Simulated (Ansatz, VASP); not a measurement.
In2Sb: VASP beside Ansatz

The input INCAR:

```
ALGO     = Fast           # electronic algorithm
EDIFF    = 1E-7           # SCF threshold, eV
ENCUT    = 520            # plane-wave cutoff, eV
GGA      = PS             # functional
ISIF     = 2              # what is computed and relaxed
ISMEAR   = -1             # smearing method
LASPH    = T              # aspherical terms in the spheres
LCHARG   = F              # write CHGCAR
LREAL    = F              # projectors in reciprocal space
LWAVE    = F              # write WAVECAR
NBANDS   = 40             # bands
NELM     = 100            # most SCF steps
PREC     = Accurate       # precision mode
SIGMA    = 0.1            # smearing width, eV
```

File KPOINTS:

```
k-points
0
Gamma
  12 12 6
```

Contents of POSCAR:

```
In2Sb
1.0
    5.3799042018      0.0000000000      0.0000000000
   -2.6899521009      4.6591337087      0.0000000000
    0.0000000000      0.0000000000      6.7225520000
In Sb
4 2
Direct
    0.6666666667      0.3333333333      0.2500000000
    0.3333333333      0.6666666667      0.7500000000
    0.0000000000      0.0000000000      0.5000000000
    0.0000000000      0.0000000000      0.0000000000
    0.6666666667      0.3333333333      0.7500000000
    0.3333333333      0.6666666667      0.2500000000
```

Input for Ansatz:

```yaml
crystal:
  lattice:
    - [5.3799042018, 0.0, 0.0]
    - [-2.6899521009, 4.6591337087, 0.0]
    - [0.0, 0.0, 6.722552]
  atoms:
    - { symbol: In, position: [0.6666666667, 0.3333333333, 0.25] }
    - { symbol: In, position: [0.3333333333, 0.6666666667, 0.75] }
    - { symbol: In, position: [0.0, 0.0, 0.5] }
    - { symbol: In, position: [0.0, 0.0, 0.0] }
    - { symbol: Sb, position: [0.6666666667, 0.3333333333, 0.75] }
    - { symbol: Sb, position: [0.3333333333, 0.6666666667, 0.25] }
basis:
  ecutwfc: 420
kpoints:
  mp_grid: { grid: [12, 12, 6] }
hamiltonian:
  xc: pbesol
scf:
  occupations: { method: fermi_dirac, width: 0.1 }
output:
  forces: true
  stress: true
  eigenvalues: true
```

Alike in both runs: task single point; functional PBEsol; k mesh 12 × 12 × 6; occupations fermi-dirac, width 0.1 eV; no spin polarisation.

|  | VASP | Ansatz |
| --- | --- | --- |
| version | VASP 6.6.1 | Ansatz 0.2.0 |
| potentials or method | VASP PAW PBE potentials, release 64 (In_d, Sb), cutoff 520 eV | scalar-relativistic, plane waves, PAW |
| valence electrons in the cell | 62 | 82 |

Ansatz gave:

- gap on the k mesh at the Fermi level (eV): none
- pressure (GPa): -2.5
- traceless stress, the component that is largest in VASP (GPa): -0.84

What did VASP give for the same quantities?

gap on the k mesh at the Fermi level (eV): none; pressure (GPa): -2.5; traceless stress, the component that is largest in VASP (GPa): -0.86.

VASP's potentials were made for PBE, not for PBEsol. A gap of «none» marks a metal or a gap that the smearing closes. With one functional, cell and mesh, what is left measures potentials, basis and numerics. VASP's potentials hold 62 valence electrons a cell and Ansatz's 82, so a difference there can come from the potentials and not from the codes.

Spin-orbit coupling is off throughout.
